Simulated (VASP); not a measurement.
As7Ir, 8 atoms in the cell. The structure is hexagonal, space group P6/mmm (No. 191). Conventional cell: a = 7.969 Å, b = 7.969 Å, c = 4.602 Å, α = 90.00°, β = 90.00°, γ = 120.00°. Within 3.1 Å of As (site symmetry m2m) lie 4 As at 2.33 to 2.82 Å. Within 3.0 Å of As (site symmetry 6/mmm) lie 2 Ir at 2.30 Å and 6 As at 2.82 Å. Ir (site symmetry 6/mmm) has 2 As at 2.30 Å within 3.0 Å. The cell was generated, and may not be a known phase.

```yaml
Program: VASP 6.6.1
Task: single point
Functional: PBE
Potentials_or_basis: VASP PAW PBE potentials, release 64 (As, Ir)
Cutoff: 520 eV
k_mesh: 3 × 3 × 2
Occupations: gaussian, width 0.1 eV
Spin: no spin polarisation
Dipole_correction: no
Further_INCAR_settings: ALGO = Normal; EDIFF = 1e-06; NBANDS = 32
```

Potentials or basis: VASP PAW PBE potentials, release 64 (As, Ir).

Run with:

```bash
$ cat potpaw_PBE.64/As/POTCAR potpaw_PBE.64/Ir/POTCAR > POTCAR
$ mpirun -np 1 vasp_std > vasp.out
```

Hardware: 1 thread of Intel(R) Xeon(R) 6975P-C (Granite Rapids), on a shared host.

**Question.** Estimate the wall time of this run.

**Answer.** Run time: 33 s on 1 thread of Intel(R) Xeon(R) 6975P-C (Granite Rapids) (shared host), peak memory 0.34 GiB. Counts: scf iterations 15, k points 6.
